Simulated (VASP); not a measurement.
# CaNb (Pm-3m) in VASP: further runs

CaNb is run at these levels: PBE; tasks: single point, relaxation of cell and atoms.

Everything below comes from runs of VASP 6.6.1. Logs are shortened: lines on timing, memory, paths and dates and some standing lists are left out, and cuts for length are marked.

## 1. The cell of the first run

The structure is cubic, space group Pm-3m (No. 221). The conventional cell has a = 3.685 Å, b = 3.685 Å, c = 3.685 Å, α = 90.00°, β = 90.00°, γ = 90.00°. Within 4.2 Å of Ca (site symmetry m-3m) lie 8 Nb at 3.19 Å and 6 Ca at 3.69 Å. Within 4.2 Å of Nb (site symmetry m-3m) lie 8 Ca at 3.19 Å and 6 Nb at 3.69 Å.

## 2. Single point, PBE

INCAR reads:

```
PREC = Accurate
ENCUT = 520
EDIFF = 1E-6
ISMEAR = 0
SIGMA = 0.1
LREAL = F
LASPH = T
NELM = 60
ALGO = Normal
ISIF = 2
LWAVE = F
LCHARG = F
GGA = PE
NBANDS = 18
```

KPOINTS reads:

```
regular mesh
0
Gamma
  6 6 6
```

POSCAR reads:

```
CaNb
1.0
    3.6852425953      0.0000000000      0.0000000000
    0.0000000000      3.6852425953      0.0000000000
    0.0000000000      0.0000000000      3.6852425953
Ca Nb
1 1
Direct
    0.0000000000      0.0000000000      0.0000000000
    0.5000000000      0.5000000000      0.5000000000
```

Potentials or basis: VASP PAW PBE potentials, release 64 (Ca_sv, Nb_sv).

Launch:

```bash
$ cat potpaw_PBE.64/Ca_sv/POTCAR potpaw_PBE.64/Nb_sv/POTCAR > POTCAR
$ mpirun -np 1 vasp_std > vasp.out
```

OUTCAR:

```text
PREC = Accurate
   ENCUT = 520
   EDIFF = 1E-6
   ISMEAR = 0
   LREAL = F
   LASPH = T
   NELM = 60
   ISIF = 2
   GGA = PE

 ion  position               nearest neighbor table
   1  0.000  0.000  0.000-
   2  0.500  0.500  0.500-

  LATTYP: Found a simple cubic cell.
 ALAT       =     3.6852425953

  Lattice vectors:

 A1 = (   3.6852425953,   0.0000000000,   0.0000000000)
 A2 = (   0.0000000000,   3.6852425953,   0.0000000000)
 A3 = (   0.0000000000,   0.0000000000,   3.6852425953)

Analysis of symmetry for initial positions (statically):
=====================================================================
 Subroutine PRICEL returns:
 Original cell was already a primitive cell.

 Routine SETGRP: Setting up the symmetry group for a
 simple cubic supercell.

 Subroutine GETGRP returns: Found 48 space group operations
 (whereof 48 operations were pure point group operations)
 out of a pool of 48 trial point group operations.

The static configuration has the point symmetry O_h .

Analysis of symmetry for dynamics (positions and initial velocities):
=====================================================================
 Subroutine PRICEL returns:
 Original cell was already a primitive cell.

 Routine SETGRP: Setting up the symmetry group for a
 simple cubic supercell.

 Subroutine GETGRP returns: Found 48 space group operations
 (whereof 48 operations were pure point group operations)
 out of a pool of 48 trial point group operations.

The dynamic configuration has the point symmetry O_h .

 Subroutine INISYM returns: Found 48 space group operations
 (whereof 48 operations are pure point group operations),
 and found     1 'primitive' translations

----------------------------------------------------------------------------------------

                                     Primitive cell

  volume of cell :      50.0493

  direct lattice vectors                    reciprocal lattice vectors
     3.685242595  0.000000000  0.000000000     0.271352557  0.000000000  0.000000000
     0.000000000  3.685242595  0.000000000     0.000000000  0.271352557  0.000000000
     0.000000000  0.000000000  3.685242595     0.000000000  0.000000000  0.271352557

  length of vectors
     3.685242595  3.685242595  3.685242595     0.271352557  0.271352557  0.271352557
[... 70 lines left out ...]
   ISPIN  =      1    spin polarized calculation?
   LNONCOLLINEAR =      F non collinear calculations
   LSORBIT =      F    spin-orbit coupling
   LASPH  =      T    aspherical Exc in radial PAW
   ENCUT  =  520.0 eV  38.22 Ry    6.18 a.u.   6.85  6.85  6.85*2*pi/ulx,y,z
   NELM   =     60;   NELMIN=  2; NELMDL= -5     # of ELM steps
   EDIFF  = 0.1E-05   stopping-criterion for ELM
   LREAL  =      F    real-space projection
   EDIFFG = 0.1E-04   stopping-criterion for IOM
   NSW    =      0    number of steps for IOM
   IBRION =     -1    ionic relax: 0-MD 1-quasi-New 2-CG
   NFREE  =      0    steps in history (QN), initial steepest desc. (CG)
   ISIF   =      2    stress and relaxation
   ISYM   =      2    0-nonsym 1-usesym 2-fastsym
   POTIM  = 0.5000    time-step for ionic-motion
   TEBEG  =    0.0;   TEEND  =   0.0 temperature during run
   PSTRESS=    0.0 pullay stress
   NELECT =      23.0000    total number of electrons
   NUPDOWN=      -1.0000    fix difference up-down
   EMIN   =  10.00;   EMAX   =-10.00  energy-range for DOS
   EFERMI =   0.00;   METHOD = LEGACY
   ISMEAR =     0;   SIGMA  =   0.10  broadening in eV -4-tet -1-fermi 0-gaus
   EFERMI_NEDOS =   21; number of points for ismear=-14 and -15
   IALGO  =     38    algorithm
   IMIX   =      4    mixing-type and parameters
     AMIX     =   0.40;   BMIX     =  1.00
     AMIX_MAG =   1.60;   BMIX_MAG =  1.00
  volume/ion in A,a.u.               =      25.02       168.87
  Fermi-wavevector in a.u.,A,eV,Ry     =   1.263334  2.387354 21.715057  1.596012
  Thomas-Fermi vector in A             =   2.396696
   LORBIT       =      0    0 simple, 1 ext, 2 COOP (PROOUT), +10 PAW based schemes
   GGA     = PE    functional components
   LHFCALC =     F    Hartree Fock is set to
   AEXX    =    0.0000 exact exchange contribution
   IVDW    =     0    specifies the selected vdW correction
   LEPSILON=     F    determine dielectric tensor
   LRPA    =     F    only Hartree local field effects (RPA)
 non-spin polarized calculation
 Gauss-broadening in eV      SIGMA  =   0.10
  energy-cutoff  :      520.00
  volume of cell :       50.05
 maximum number of plane-waves:      1376
 NGX is ok and might be reduce to    28
   NGX = 13   NGY = 13   NGZ = 13

 number of electron      23.0000000 magnetization

 Free energy of the ion-electron system (eV)
  ---------------------------------------------------
  ext. energy  EPLUGINS =         0.00000000
  ---------------------------------------------------
  free energy    TOTEN  =        -9.72686676 eV

  energy without entropy =       -9.69992082  energy(sigma->0) =       -9.71339379

 E-fermi :   5.6987     XC(G=0): -10.1953

 val. band max:        5.6599336819   @ k =   0.5000   0.3333   0.0000
 cond. band min:       5.7442689552   @ k =   0.3333   0.1667   0.1667
 fundamental gap:      0.0843352733
 Fermi energy:         5.6986763293

 k-point     1 :       0.0000    0.0000    0.0000
  band No.  band energies     occupation
      1     -49.3386      2.00000
      2     -34.2002      2.00000
      3     -25.3477      2.00000
      4     -25.3477      2.00000
      5     -25.3477      2.00000
      6     -15.2151      2.00000
[... 397 lines left out ...]
      5     -25.4074      2.00000
      6     -15.3559      2.00000
[... 10 lines left out ...]
     17      11.8476      0.00000
     18      12.1510      0.00000

------------------------ aborting loop because EDIFF is reached ----------------------------------------

  FORCE on cell =-STRESS in cart. coord.  units (eV):
  Direction    XX          YY          ZZ          XY          YZ          ZX
  --------------------------------------------------------------------------------------
  -------------------------------------------------------------------------------------
  Total       -0.0382568     -0.0382568     -0.0382568      0.0000000      0.0000000      0.0000000
  in kB       -1.2246744     -1.2246744     -1.2246744      0.0000000      0.0000000      0.0000000
  external PRESSURE =      -1.2246744 kB  Pullay stress =       0.0000000 kB

 VOLUME and BASIS-vectors are now :
 -----------------------------------------------------------------------------
  energy-cutoff  :      520.00
  volume of cell :       50.05
      direct lattice vectors                 reciprocal lattice vectors
     3.685242595  0.000000000  0.000000000     0.271352557  0.000000000  0.000000000
     0.000000000  3.685242595  0.000000000     0.000000000  0.271352557  0.000000000
     0.000000000  0.000000000  3.685242595     0.000000000  0.000000000  0.271352557

 POSITION                                       TOTAL-FORCE (eV/Angst)
 -----------------------------------------------------------------------------------
      0.00000      0.00000      0.00000         0.000000      0.000000      0.000000
      1.84262      1.84262      1.84262         0.000000      0.000000      0.000000
 -----------------------------------------------------------------------------------
    total drift:                                0.000000      0.000000      0.000000

  FREE ENERGIE OF THE ION-ELECTRON SYSTEM (eV)
  ---------------------------------------------------
  free  energy   TOTEN  =        -9.7268667625 eV

  energy  without entropy=       -9.6999208186  energy(sigma->0) =       -9.71339379
```

Run time: 7.9 s. Hardware: 1 thread of Intel Xeon 6975P-C (Granite Rapids), shared host; peak memory 0.16 GiB.

What came out:

| Quantity | Value |
| --- | --- |
| Free energy | -9.7269 eV |
| Pressure | -0.1 GPa |
| Band gap on the k mesh | zero (an odd number of electrons rules out a gap without spin polarisation) |

## 3. Relaxation of cell and atoms, PBE

This run uses another cell than the first one, of 22.63 Å³/atom.

INCAR reads:

```
PREC     = Accurate       # precision mode
ENCUT    = 600            # plane-wave cutoff, eV
EDIFF    = 1E-6           # SCF threshold, eV
ISMEAR   = 0              # smearing method
SIGMA    = 0.1            # smearing width, eV
LREAL    = F              # projectors in reciprocal space
LASPH    = T              # aspherical terms in the spheres
NELM     = 80             # most SCF steps
ALGO     = Normal         # electronic algorithm
ISIF     = 3              # what is computed and relaxed
LWAVE    = F              # write WAVECAR
LCHARG   = F              # write CHGCAR
GGA      = PE             # functional
IBRION   = 2              # ionic algorithm
NSW      = 90             # ionic steps
EDIFFG   = -0.04          # ionic threshold
```

KPOINTS is that of step 2.

POSCAR reads:

```
CaNb
1.0
    3.5637312138      0.0000000000      0.0000000000
    0.0000000000      3.5637312138      0.0000000000
    0.0000000000      0.0000000000      3.5637312138
Ca Nb
1 1
Direct
    0.0000000000      0.0000000000      0.0000000000
    0.5000000000      0.5000000000      0.5000000000
```

Potentials or basis: VASP PAW PBE potentials, release 64 (Ca_sv, Nb_sv).

Launch:

```bash
$ cat potpaw_PBE.64/Ca_sv/POTCAR potpaw_PBE.64/Nb_sv/POTCAR > POTCAR
$ mpirun -np 1 vasp_std > vasp.out
```

Run time: 19 s. Hardware: 1 thread of Intel Xeon 6975P-C (Granite Rapids), shared host; peak memory 0.17 GiB.

It converged, with:

* Free energy: -9.7256 eV
* Relaxed volume: 24.97 Å³/atom
* Relaxed cell: a = 3.683 Å, b = 3.683 Å, c = 3.683 Å, α = 90.00°, β = 90.00°, γ = 90.00°
* Space group after relaxing (to 0.1 Å): Pm-3m (No. 221)
* Energy gained by relaxing: 40.2 meV/atom
* Ionic steps: 3
* Pressure after relaxing: 0.0 GPa
* Band gap on the k mesh: zero (an odd number of electrons rules out a gap without spin polarisation)

The path:
```tsv
step	energy change (eV)	largest force (eV/Å)	pressure (GPa)	volume (Å³)
1	0.0000	0.0000	5.85	45.26
2	-0.0776	0.0000	-0.93	50.89
3	-0.0804	0.0000	0.02	49.94
```

Final structure:
```yaml
crystal:
  lattice:
    - [3.68250, 0.00000, 0.00000]
    - [0.00000, 3.68250, 0.00000]
    - [0.00000, 0.00000, 3.68250]
  atoms:
    - { symbol: Ca, position: [0.00000, 0.00000, 0.00000] }
    - { symbol: Nb, position: [0.50000, 0.50000, 0.50000] }
```

Levels at points of the mesh, in eV from the Fermi level:
```tsv
k point	band 9	band 10	band 11	band 12	band 13	band 14
(0.00, 0.00, 0.00)	-4.86	-1.80	-1.80	0.99	0.99	0.99
(0.50, 0.00, 0.00)	-2.46	-1.48	-0.86	0.46	0.46	1.43
(0.50, 0.50, 0.00)	-2.08	-2.05	-0.18	-0.18	1.33	1.33
(0.50, 0.50, 0.50)	-0.93	-0.93	-0.93	0.89	0.89	0.89
```

## 4. Single point, PBE

This run uses another cell than the first one, of 24.76 Å³/atom.

INCAR reads:

```
SYSTEM = CaNb
ALGO = Fast
EDIFF = 1E-6
ENCUT = 520
GGA = PE
ISIF = 2
ISMEAR = 0
LASPH = .True.
LCHARG = .False.
LREAL = .False.
LWAVE = .False.
NBANDS = 18
NELM = 100
PREC = Accurate
SIGMA = 0.1
```

KPOINTS reads:

```
k-points
0
Gamma
  16 16 16
  0 0 0
```

POSCAR reads:

```
CaNb
1.0
    3.6723550917      0.0000000000      0.0000000000
    0.0000000000      3.6723550917      0.0000000000
    0.0000000000      0.0000000000      3.6723550917
Ca Nb
1 1
Direct
    0.0000000000      0.0000000000      0.0000000000
    0.5000000000      0.5000000000      0.5000000000
```

Potentials or basis: VASP PAW PBE potentials, release 64 (Ca_sv, Nb_sv).

Launch:

```bash
$ cat potpaw_PBE.64/Ca_sv/POTCAR potpaw_PBE.64/Nb_sv/POTCAR > POTCAR
$ mpirun -np 1 vasp_std > vasp.out
```

OUTCAR:

```text
SYSTEM = CaNb
   EDIFF = 1E-6
   ENCUT = 520
   GGA = PE
   ISIF = 2
   ISMEAR = 0
   LASPH = .True.
   LREAL = .False.
   NELM = 100
   PREC = Accurate

 ion  position               nearest neighbor table
   1  0.000  0.000  0.000-
   2  0.500  0.500  0.500-

  LATTYP: Found a simple cubic cell.
 ALAT       =     3.6723550917

  Lattice vectors:

 A1 = (   3.6723550917,   0.0000000000,   0.0000000000)
[... 689 lines left out ...]

 [... further k-points ...]

------------------------ aborting loop because EDIFF is reached ----------------------------------------

  FORCE on cell =-STRESS in cart. coord.  units (eV):
  Direction    XX          YY          ZZ          XY          YZ          ZX
  --------------------------------------------------------------------------------------
  -------------------------------------------------------------------------------------
  Total        0.0084940      0.0084940      0.0084940      0.0000000     -0.0000000     -0.0000000
  in kB        0.2747822      0.2747822      0.2747822      0.0000000     -0.0000000     -0.0000000
  external PRESSURE =       0.2747822 kB  Pullay stress =       0.0000000 kB

 VOLUME and BASIS-vectors are now :
 -----------------------------------------------------------------------------
  energy-cutoff  :      520.00
  volume of cell :       49.53
      direct lattice vectors                 reciprocal lattice vectors
     3.672355092  0.000000000  0.000000000     0.272304822  0.000000000  0.000000000
     0.000000000  3.672355092  0.000000000     0.000000000  0.272304822  0.000000000
     0.000000000  0.000000000  3.672355092     0.000000000  0.000000000  0.272304822

 POSITION                                       TOTAL-FORCE (eV/Angst)
 -----------------------------------------------------------------------------------
      0.00000      0.00000      0.00000         0.000000      0.000000      0.000000
      1.83618      1.83618      1.83618         0.000000      0.000000      0.000000
 -----------------------------------------------------------------------------------
    total drift:                                0.000000      0.000000      0.000000

  FREE ENERGIE OF THE ION-ELECTRON SYSTEM (eV)
  ---------------------------------------------------
  free  energy   TOTEN  =        -9.7823298556 eV

  energy  without entropy=       -9.7585919566  energy(sigma->0) =       -9.77046091
```

OSZICAR:

```text
N       E                     dE             d eps       ncg     rms          rms(c)
DAV:   1     0.228182277017E+03    0.22818E+03   -0.12247E+04  5940   0.125E+03
DAV:   2     0.245497763586E+01   -0.22573E+03   -0.22242E+03  7086   0.424E+02
DAV:   3    -0.106826547673E+02   -0.13138E+02   -0.12911E+02 11428   0.786E+01
[... 22 lines left out ...]
RMM:  26    -0.978232307539E+01   -0.55954E-06   -0.43947E-05  8375   0.376E-02    0.176E-03
RMM:  27    -0.978232590220E+01   -0.28268E-05   -0.26418E-05  6580   0.207E-02    0.971E-04
RMM:  28    -0.978232763762E+01   -0.17354E-05   -0.19084E-05  6304   0.118E-02    0.239E-03
RMM:  29    -0.978232899333E+01   -0.13557E-05   -0.13441E-05  6030   0.984E-03    0.856E-04
RMM:  30    -0.978232985564E+01   -0.86232E-06   -0.97624E-06  5435   0.783E-03
   1 F= -.97823299E+01 E0= -.97704609E+01  d E =-.237379E-01
```

stdout:

```text
POSCAR found type information on POSCAR CaNb
 POSCAR found :  2 types and       2 ions
 scaLAPACK will be used
 LDA part: xc-table for (Slater+PW92), standard interpolation
 POSCAR, INCAR and KPOINTS ok, starting setup
 FFT: planning ... GRIDC
 FFT: planning ... GRID_SOFT
 FFT: planning ... GRID
 WAVECAR not read
 entering main loop
WARNING in EDDRMM: call to ZHEGV failed, returncode =   8  4     11
WARNING in EDDRMM: call to ZHEGV failed, returncode =   8  4      8
WARNING in EDDRMM: call to ZHEGV failed, returncode =   8  4     15
WARNING in EDDRMM: call to ZHEGV failed, returncode =   8  4     13
WARNING in EDDRMM: call to ZHEGV failed, returncode =   6  3      9
WARNING in EDDRMM: call to ZHEGV failed, returncode =   6  3     11
WARNING in EDDRMM: call to ZHEGV failed, returncode =   6  3     13
```

It took 2.2 min on 1 thread of Intel Xeon 6975P-C (Granite Rapids), shared host; peak memory 0.27 GiB.

What came out:

```
Free energy            : -9.7823 eV
Pressure               : 0.0 GPa
Band gap on the k mesh : zero (an odd number of electrons rules out a gap without spin polarisation)
```

## 5. Relaxation of cell and atoms, PBE

INCAR reads:

```
SYSTEM = CaNb
  PREC = Accurate
  ENCUT = 600
  EDIFF = 1E-6
  ISMEAR = 0
  SIGMA = 0.1
  LREAL = .False.
  LASPH = .True.
  NELM = 100
  ALGO = Fast
  ISIF = 3
  LWAVE = .False.
  LCHARG = .False.
  GGA = PE
  IBRION = 2
  NSW = 100
  EDIFFG = -0.01
```

KPOINTS reads:

```
Automatic mesh
0
Gamma
  16 16 16
  0 0 0
```

POSCAR reads:

```
CaNb
1.0
    3.6852425953      0.0000000000      0.0000000000
    0.0000000000      3.6852425953      0.0000000000
    0.0000000000      0.0000000000      3.6852425953
Ca Nb
1 1
Direct
    0.0000000000      0.0000000000      0.0000000000
    0.5000000000      0.5000000000      0.5000000000
```

Launch:

```bash
$ cat potpaw_PBE.64/Ca_sv/POTCAR potpaw_PBE.64/Nb_sv/POTCAR > POTCAR
$ mpirun -np 1 vasp_std > vasp.out
```

Run time: 4.2 min. Hardware: 1 thread of Intel Xeon 6975P-C (Granite Rapids), shared host; peak memory 0.32 GiB.

The run converged. Its results:

* Free energy: -9.7825 eV
* Relaxed volume: 24.78 Å³/atom
* Relaxed cell: a = 3.673 Å, b = 3.673 Å, c = 3.673 Å, α = 90.00°, β = 90.00°, γ = 90.00°
* Space group after relaxing (to 0.1 Å): Pm-3m (No. 221)
* Energy gained by relaxing: 0.4 meV/atom
* Ionic steps: 3
* Pressure after relaxing: 0.0 GPa
* Band gap on the k mesh: zero (an odd number of electrons rules out a gap without spin polarisation)

Step by step:
```
step  energy change (eV)  largest force (eV/Å)  pressure (GPa)  volume (Å³)
   1              0.0000                0.0000           -0.49        50.05
   2             -0.0007                0.0000            0.07        49.50
   3             -0.0008                0.0000            0.02        49.57
```

Final structure:
```cif
data_structure
_symmetry_space_group_name_H-M 'P 1'
_symmetry_Int_Tables_number 1
_cell_length_a 3.6733
_cell_length_b 3.6733
_cell_length_c 3.6733
_cell_angle_alpha 90.000
_cell_angle_beta 90.000
_cell_angle_gamma 90.000
_cell_volume 49.57
loop_
_atom_site_label
_atom_site_type_symbol
_atom_site_fract_x
_atom_site_fract_y
_atom_site_fract_z
_atom_site_occupancy
Ca1 Ca 0.00000 0.00000 0.00000 1
Nb1 Nb 0.50000 0.50000 0.50000 1
```

Levels at points of the mesh, in eV from the Fermi level:
```tsv
k point	band 7	band 8	band 9	band 10	band 11	band 12	band 13	band 14	band 15
(0.00, 0.00, 0.00)	-20.89	-20.89	-4.83	-1.79	-1.79	1.04	1.04	1.04	4.34
(0.50, 0.00, 0.00)	-20.89	-20.89	-2.42	-1.45	-0.83	0.51	0.51	1.49	2.28
(0.50, 0.50, 0.00)	-21.04	-20.87	-2.05	-2.03	-0.15	-0.15	1.39	1.39	2.32
(0.50, 0.50, 0.50)	-21.04	-21.04	-0.90	-0.90	-0.90	0.92	0.92	0.92	2.39
```

## 6. Summary

```csv
task,cell,k mesh,cutoff (eV),gap on the mesh (eV),pressure (GPa),relaxed volume (Å³/atom)
single point,"a = 3.685 Å, 2 atoms",6 × 6 × 6,520,none,-0.1,-
relaxation of cell and atoms,"relaxed from a = 3.564 Å, 2 atoms",6 × 6 × 6,600,none,0.0,24.97
single point,"a = 3.672 Å, 2 atoms",16 × 16 × 16,520,none,0.0,-
relaxation of cell and atoms,"relaxed from a = 3.685 Å, 2 atoms",16 × 16 × 16,600,none,0.0,24.78
```

Alike in all rows: level PBE; potentials or basis VASP PAW PBE potentials, release 64 (Ca_sv, Nb_sv); no spin polarisation; smearing gaussian 0.1 eV.

Total energies depend on the potentials used, so only differences within one code and one set of settings carry meaning.

The gap in the log of VASP goes by the Fermi energy; the results here count the filled bands.